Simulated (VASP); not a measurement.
BP:

```
B P
1.0
     0.00000    2.32796    2.32796
     2.32796    0.00000    2.32796
     2.32796    2.32796    0.00000
B P
1 1
Direct
  0.00000 0.00000 0.00000
  0.25000 0.25000 0.25000
```

Base run:

```yaml
Program: VASP 6.6.1
Functional: PBE
Potentials_or_basis: VASP PAW PBE potentials, release 64 (B, P)
Cutoff: 500 eV
k_mesh: 6 × 6 × 6
Occupations: gaussian, width 0.01 eV
Spin: no spin polarisation
```

Its results: band gap on the k mesh 1.45 eV, indirect (least direct gap 3.30 eV); pressure -10.0 GPa.

Task: The run is repeated on the same cell with these changes: k mesh from 6 × 6 × 6 to 4 × 4 × 4. What comes out?

Result: Band gap on the k mesh 1.46 eV, indirect (least direct gap 3.28 eV); pressure -9.2 GPa.

Caveats: some runs use coarse meshes.

A k mesh can miss the band edges.
